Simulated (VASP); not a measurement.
# Cu (P6_3/mmc) in VASP: a series of runs

The runs below take Cu through single point, with PBE.

All numbers are computed with VASP 6.6.1; they aren't measurements. Logs are shortened: lines on timing, memory, paths and dates and some standing lists are left out, and cuts for length are marked.

### 1 The cell of the first run

The structure is hexagonal, space group P6_3/mmc (No. 194). The conventional cell has a = 2.534 Å, b = 2.534 Å, c = 4.113 Å, α = 90.00°, β = 90.00°, γ = 120.00°. Within 3.3 Å of Cu (site symmetry -6m2) lie 12 Cu at 2.52 to 2.53 Å.

### 2 Single point, PBE

INCAR

```
PREC = Accurate
ENCUT = 520
EDIFF = 1E-6
ISMEAR = 0
SIGMA = 0.013000000000000001
LREAL = F
LASPH = T
NELM = 80
ALGO = Normal
ISIF = 2
LWAVE = F
LCHARG = F
GGA = PE
NBANDS = 18
```

KPOINTS

```
Automatic mesh
0
Gamma
  12 12 7
```

POSCAR

```
Cu
1.0
    2.5340966698      0.0000000000      0.0000000000
   -1.2670483349      2.1945920917      0.0000000000
    0.0000000000      0.0000000000      4.1125710000
Cu
2
Direct
    0.6666666667      0.3333333333      0.7500000000
    0.3333333333      0.6666666667      0.2500000000
```

Potentials or basis: VASP PAW PBE potentials, release 64 (Cu).

Command:

```sh
$ cat potpaw_PBE.64/Cu/POTCAR > POTCAR
$ mpirun -np 1 vasp_std > vasp.out
```

OUTCAR:

```text
PREC = Accurate
   ENCUT = 520
   EDIFF = 1E-6
   ISMEAR = 0
   LREAL = F
   LASPH = T
   NELM = 80
   ISIF = 2
   GGA = PE

 ion  position               nearest neighbor table
   1  0.667  0.333  0.750-   2 2.52   2 2.52   2 2.52   2 2.52   2 2.52   2 2.52
   2  0.333  0.667  0.250-   1 2.52   1 2.52   1 2.52   1 2.52   1 2.52   1 2.52

  LATTYP: Found a hexagonal cell.
 ALAT       =     2.5340966698
 C/A-ratio  =     1.6228942838

  Lattice vectors:

 A1 = (   2.5340966698,   0.0000000000,   0.0000000000)
 A2 = (  -1.2670483349,   2.1945920917,   0.0000000000)
 A3 = (   0.0000000000,   0.0000000000,   4.1125710000)

Analysis of symmetry for initial positions (statically):
=====================================================================
 Subroutine PRICEL returns:
 Original cell was already a primitive cell.

 Routine SETGRP: Setting up the symmetry group for a
 hexagonal supercell.

 Subroutine GETGRP returns: Found 24 space group operations
 (whereof 12 operations were pure point group operations)
 out of a pool of 24 trial point group operations.

The static configuration has the point symmetry D_3d.
 The point group associated with its full space group is D_6h.

Analysis of symmetry for dynamics (positions and initial velocities):
=====================================================================
 Subroutine PRICEL returns:
 Original cell was already a primitive cell.

 Routine SETGRP: Setting up the symmetry group for a
 hexagonal supercell.

 Subroutine GETGRP returns: Found 24 space group operations
 (whereof 12 operations were pure point group operations)
 out of a pool of 24 trial point group operations.

The dynamic configuration has the point symmetry D_3d.
 The point group associated with its full space group is D_6h.

 Subroutine INISYM returns: Found 24 space group operations
 (whereof 12 operations are pure point group operations),
 and found     1 'primitive' translations

----------------------------------------------------------------------------------------

                                     Primitive cell

  volume of cell :      22.8713

  direct lattice vectors                    reciprocal lattice vectors
     2.534096670  0.000000000  0.000000000     0.394617937  0.227832772  0.000000000
    -1.267048335  2.194592092  0.000000000     0.000000000  0.455665544  0.000000000
     0.000000000  0.000000000  4.112571000     0.000000000  0.000000000  0.243156896

  length of vectors
     2.534096670  2.534096670  4.112571000     0.455665544  0.455665544  0.243156896

  position of ions in fractional coordinates (direct lattice)
     0.666666667  0.333333333  0.750000000
     0.333333333  0.666666667  0.250000000

  ion indices of the primitive-cell ions
   primitive index   ion index
                 1           1
                 2           2

----------------------------------------------------------------------------------------

 KPOINTS: Automatic mesh

Automatic generation of k-mesh.
 Grid dimensions read from file:
 generate k-points for:   12   12    7

 Generating k-lattice:

  Cartesian coordinates                     Fractional coordinates (reciprocal lattice)
     0.032884828  0.018986064  0.000000000     0.083333333 -0.000000000  0.000000000
     0.000000000  0.037972129  0.000000000     0.000000000  0.083333333  0.000000000
     0.000000000  0.000000000  0.034736699     0.000000000  0.000000000  0.142857143

  Length of vectors
     0.037972129  0.037972129  0.034736699

  Shift w.r.t. Gamma in fractional coordinates (k-lattice)
     0.000000000  0.000000000  0.000000000

 Subroutine IBZKPT returns following result:
 ===========================================

 Found     76 irreducible k-points:

 Following reciprocal coordinates:
            Coordinates               Weight
  0.000000  0.000000  0.000000      1.000000
  0.083333  0.000000  0.000000      6.000000
  0.166667  0.000000  0.000000      6.000000
  0.250000 -0.000000  0.000000      6.000000
  0.333333 -0.000000  0.000000      6.000000
  0.416667 -0.000000  0.000000      6.000000
[... 16 lines left out ...]
  0.250000 -0.000000  0.142857     12.000000
  0.333333 -0.000000  0.142857     12.000000
 [... further k-points ...]
   k-points           NKPTS =     76   k-points in BZ     NKDIM =     76   number of bands    NBANDS=     18
   number of dos      NEDOS =    301   number of ions     NIONS =      2
   total plane-waves  NPLWV =  12800
   dimension x,y,z NGX =    20 NGY =   20 NGZ =   32
   dimension x,y,z NGXF=    40 NGYF=   40 NGZF=   64
   ions per type =               2
   NGX,Y,Z   is equivalent  to a cutoff of  13.12, 13.12, 12.94 a.u.
   NGXF,Y,Z  is equivalent  to a cutoff of  26.24, 26.24, 25.87 a.u.
 SYSTEM =  unknown system
   PREC   = accura    normal or accurate (medium, high low for compatibility)
   ISTART =      0    job   : 0-new  1-cont  2-samecut
   ICHARG =      2    charge: 1-file 2-atom 10-const
   ISPIN  =      1    spin polarized calculation?
   LNONCOLLINEAR =      F non collinear calculations
   LSORBIT =      F    spin-orbit coupling
   LASPH  =      T    aspherical Exc in radial PAW
   ENCUT  =  520.0 eV  38.22 Ry    6.18 a.u.   4.71  4.71  7.65*2*pi/ulx,y,z
   NELM   =     80;   NELMIN=  2; NELMDL= -5     # of ELM steps
   EDIFF  = 0.1E-05   stopping-criterion for ELM
   LREAL  =      F    real-space projection
   EDIFFG = 0.1E-04   stopping-criterion for IOM
   NSW    =      0    number of steps for IOM
   IBRION =     -1    ionic relax: 0-MD 1-quasi-New 2-CG
   NFREE  =      0    steps in history (QN), initial steepest desc. (CG)
   ISIF   =      2    stress and relaxation
   ISYM   =      2    0-nonsym 1-usesym 2-fastsym
   POTIM  = 0.5000    time-step for ionic-motion
   TEBEG  =    0.0;   TEEND  =   0.0 temperature during run
   PSTRESS=    0.0 pullay stress
   NELECT =      22.0000    total number of electrons
   NUPDOWN=      -1.0000    fix difference up-down
   EMIN   =  10.00;   EMAX   =-10.00  energy-range for DOS
   EFERMI =   0.00;   METHOD = LEGACY
   ISMEAR =     0;   SIGMA  =   0.01  broadening in eV -4-tet -1-fermi 0-gaus
   EFERMI_NEDOS =   21; number of points for ismear=-14 and -15
   IALGO  =     38    algorithm
   IMIX   =      4    mixing-type and parameters
     AMIX     =   0.40;   BMIX     =  1.00
     AMIX_MAG =   1.60;   BMIX_MAG =  1.00
  volume/ion in A,a.u.               =      11.44        77.17
  Fermi-wavevector in a.u.,A,eV,Ry     =   1.616041  3.053874 35.532800  2.611587
  Thomas-Fermi vector in A             =   2.710691
   LORBIT       =      0    0 simple, 1 ext, 2 COOP (PROOUT), +10 PAW based schemes
   GGA     = PE    functional components
   LHFCALC =     F    Hartree Fock is set to
   AEXX    =    0.0000 exact exchange contribution
   IVDW    =     0    specifies the selected vdW correction
   LEPSILON=     F    determine dielectric tensor
   LRPA    =     F    only Hartree local field effects (RPA)
 non-spin polarized calculation
 Gauss-broadening in eV      SIGMA  =   0.01
  energy-cutoff  :      520.00
  volume of cell :       22.87
 maximum number of plane-waves:       634
 NGX is ok and might be reduce to    20
   NGX =  9   NGY =  9   NGZ = 15

 number of electron      21.9999979 magnetization

 Free energy of the ion-electron system (eV)
  ---------------------------------------------------
  ext. energy  EPLUGINS =         0.00000000
  ---------------------------------------------------
  free energy    TOTEN  =        -7.39611909 eV

  energy without entropy =       -7.39596243  energy(sigma->0) =       -7.39604076

 E-fermi :   7.9392     XC(G=0): -12.9135

 val. band max:        7.9390478044   @ k =   0.0833   0.0833   0.1429
 cond. band min:       7.9731387964   @ k =   0.2500   0.2500   0.2857
 fundamental gap:      0.0340909920
 Fermi energy:         7.9392099899

 k-point     1 :       0.0000    0.0000    0.0000
  band No.  band energies     occupation
      1      -1.6078      2.00000
      2       2.7431      2.00000
      3       4.8842      2.00000
      4       4.9295      2.00000
      5       4.9295      2.00000
      6       5.1531      2.00000
[... 10 lines left out ...]
     17      31.7576      0.00000
     18      31.7581      0.00000

 k-point     2 :       0.0833    0.0000    0.0000
  band No.  band energies     occupation
      1      -1.3792      2.00000
      2       2.8734      2.00000
      3       4.7461      2.00000
      4       5.0140      2.00000
      5       5.0416      2.00000
      6       5.1172      2.00000
[... 10 lines left out ...]
     17      32.7274      0.00000
     18      32.8711      0.00000

 k-point     3 :       0.1667    0.0000    0.0000
  band No.  band energies     occupation
      1      -0.7093      2.00000
      2       3.2024      2.00000
      3       4.5467      2.00000
      4       4.7270      2.00000
      5       4.9824      2.00000
      6       5.2462      2.00000
[... 10 lines left out ...]
     17      30.0122      0.00000
     18      31.8858      0.00000

 k-point     4 :       0.2500   -0.0000    0.0000
  band No.  band energies     occupation
      1       0.3404      2.00000
      2       3.5030      2.00000
      3       4.1766      2.00000
      4       4.4063      2.00000
      5       4.8988      2.00000
      6       5.0925      2.00000
[... 375 lines left out ...]
      4       4.5675      2.00000
      5       4.9284      2.00000
      6       5.1290      2.00000
[... 10 lines left out ...]
     17      29.0868      0.00000
     18      30.8558      0.00000

 k-point    23 :       0.2500   -0.0000    0.1429
  band No.  band energies     occupation
      1       0.5055      2.00000
      2       3.4938      2.00000
      3       4.0776      2.00000
      4       4.4358      2.00000
      5       4.8185      2.00000
      6       5.1121      2.00000
[... 10 lines left out ...]
     17      27.6440      0.00000
     18      29.8067      0.00000

 k-point    24 :       0.3333   -0.0000    0.1429
  band No.  band energies     occupation
      1       1.7151      2.00000
      2       3.5060      2.00000
      3       3.7860      2.00000
      4       4.3843      2.00000
      5       4.9292      2.00000
      6       5.0027      2.00000
[... 10 lines left out ...]
     17      25.7075      0.00000
     18      28.0031      0.00000

 [... further k-points ...]
[... 5 lines left out ...]
  --------------------------------------------------------------------------------------
  -------------------------------------------------------------------------------------
  Total        1.1160627      1.1160627      1.1225521      0.0000000     -0.0000000      0.0000000
  in kB       78.1823585     78.1823585     78.6369529      0.0000000     -0.0000000      0.0000000
  external PRESSURE =      78.3338900 kB  Pullay stress =       0.0000000 kB

 VOLUME and BASIS-vectors are now :
 -----------------------------------------------------------------------------
  energy-cutoff  :      520.00
  volume of cell :       22.87
      direct lattice vectors                 reciprocal lattice vectors
     2.534096670  0.000000000  0.000000000     0.394617937  0.227832772  0.000000000
    -1.267048335  2.194592092  0.000000000     0.000000000  0.455665544  0.000000000
     0.000000000  0.000000000  4.112571000     0.000000000  0.000000000  0.243156896

 POSITION                                       TOTAL-FORCE (eV/Angst)
 -----------------------------------------------------------------------------------
      1.26705      0.73153      3.08443         0.000000     -0.000000      0.000000
     -0.00000      1.46306      1.02814        -0.000000      0.000000      0.000000
 -----------------------------------------------------------------------------------
    total drift:                               -0.000000      0.000000     -0.000000

  FREE ENERGIE OF THE ION-ELECTRON SYSTEM (eV)
  ---------------------------------------------------
  free  energy   TOTEN  =        -7.3961190876 eV

  energy  without entropy=       -7.3959624290  energy(sigma->0) =       -7.39604076
```

It took 14 s on 1 thread of AMD EPYC 9R45 (Zen 5), shared host; peak memory 0.12 GiB.

What came out:

```yaml
Free_energy: -7.3961 eV
Pressure: 7.8 GPa
Band_gap_on_the_k_mesh: zero (band 11 reaches 12.04 eV, above the bottom of band 12 at 6.07 eV)
```

Levels at points of the mesh, in eV from the Fermi level:
| k point | band 8 | band 9 | band 10 | band 11 | band 12 | band 13 | band 14 | band 15 |
| --- | --- | --- | --- | --- | --- | --- | --- | --- |
| (0.00, 0.00, 0.00) | -2.52 | -2.52 | -1.72 | -1.72 | -0.99 | 4.06 | 21.58 | 22.15 |
| (0.50, 0.00, 0.00) | -1.62 | -1.56 | -1.52 | 0.04 | 1.65 | 7.99 | 8.42 | 10.95 |

### 3 Single point, PBE

INCAR

```
SYSTEM = Cu
PREC = Accurate
ENCUT = 520
EDIFF = 1E-7
ISMEAR = 0
SIGMA = 0.014
LREAL = .FALSE.
LASPH = .TRUE.
NELM = 60
ALGO = Fast
ISIF = 2
LWAVE = .FALSE.
LCHARG = .FALSE.
GGA = PE
NBANDS = 18
```

KPOINTS

```
regular mesh
0
G
  12 12 7
  0 0 0
```

POSCAR is that of step 2.

Potentials or basis: VASP PAW PBE potentials, release 64 (Cu).

Command:

```sh
$ cat potpaw_PBE.64/Cu/POTCAR > POTCAR
$ mpirun -np 1 vasp_std > vasp.out
```

Run time: 22 s. Hardware: 1 thread of AMD EPYC 9R45 (Zen 5), shared host; peak memory 0.12 GiB.

It converged, with:

```yaml
Free_energy: -7.3961 eV
Pressure: 7.9 GPa
Band_gap_on_the_k_mesh: zero (band 11 reaches 12.04 eV, above the bottom of band 12 at 6.07 eV)
```

Stress tensor (GPa, compression positive):
```
7.83 0.00 0.00
0.00 7.83 0.00
0.00 0.00 7.91
```

Levels at points of the mesh, in eV from the Fermi level:
```csv
k point,band 8,band 9,band 10,band 11,band 12,band 13,band 14,band 15
"(0.00, 0.00, 0.00)",-2.52,-2.52,-1.72,-1.72,-0.99,4.06,21.58,22.15
"(0.50, 0.00, 0.00)",-1.62,-1.56,-1.52,0.04,1.65,7.99,8.42,10.95
```

### 4 Single point, PBE

INCAR

```
SYSTEM = Cu
PREC = Accurate
ENCUT = 520
EDIFF = 1E-6
ISMEAR = 0
SIGMA = 0.015
LREAL = .False.
LASPH = .True.
NELM = 100
ALGO = Normal
ISIF = 2
LWAVE = .False.
LCHARG = .False.
GGA = PE
NBANDS = 18
```

KPOINTS

```
regular mesh
0
Gamma
  12 12 7
  0 0 0
```

POSCAR is that of step 3.

Command:

```sh
$ cat potpaw_PBE.64/Cu/POTCAR > POTCAR
$ mpirun -np 1 vasp_std > vasp.out
```

Wall time 13 s (1 thread of AMD EPYC 9R45 (Zen 5), shared host); peak memory 0.12 GiB.

Results (log left out):

```yaml
Free_energy: -7.3961 eV
Pressure: 7.9 GPa
Band_gap_on_the_k_mesh: zero (band 11 reaches 12.04 eV, above the bottom of band 12 at 6.07 eV)
```

Stress tensor (GPa, compression positive):
```
7.86 0.00 0.00
0.00 7.86 0.00
0.00 0.00 7.96
```

Levels at points of the mesh, in eV from the Fermi level:
```csv
k point,band 8,band 9,band 10,band 11,band 12,band 13,band 14,band 15
"(0.00, 0.00, 0.00)",-2.52,-2.52,-1.72,-1.72,-0.99,4.06,21.58,22.15
"(0.50, 0.00, 0.00)",-1.62,-1.56,-1.52,0.04,1.65,7.99,8.42,10.95
```

[end of part 1 of 2]
